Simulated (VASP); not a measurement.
Runs of VASP 6.6.1 on Pt. The structure is that of space group Fm-3m (No. 225), or close to it. The cells are those of the table. 

```tsv
task	cell	cutoff (eV)	gap on the mesh (eV)	pressure (GPa)
single point	a = 2.714 Å, angles 60.0°, 1 atom	520	none	16.0
single point	a = 2.735 Å, angles 60.0°, 1 atom	520	none	7.9
single point	a = 2.727 Å, angles 60.0°, 1 atom	520	none	10.9
single point	a = 2.749 Å, angles 60.0°, 1 atom	520	none	2.7
single point	a = 2.754 Å, angles 60.0°, 1 atom	520	none	(a)
relaxation of cell and atoms	relaxed from a = 2.773 Å, angles 60.0°, 1 atom	600	none	0.0
single point	a = 2.751 Å, angles 60.0°, 1 atom	520	none	(b)
single point	a = 2.743 Å, angles 60.0°, 1 atom	520	none	4.8
```

Alike in all rows: level LDA; potentials or basis VASP PAW LDA potentials, release 64 (Pt); no spin polarisation; k mesh 24 × 24 × 24; smearing fermi-dirac 0.1 eV.

Task: Fill in the values left out.

Result: (a) 0.8; (b) 1.8.

Caveats: spin-orbit coupling is left out, which moves the levels of the heavy elements.

A k mesh can miss the band edges, and the runs leave out spin-orbit coupling on Pt.

A gap of «none» marks levels without a gap at the run's occupations.
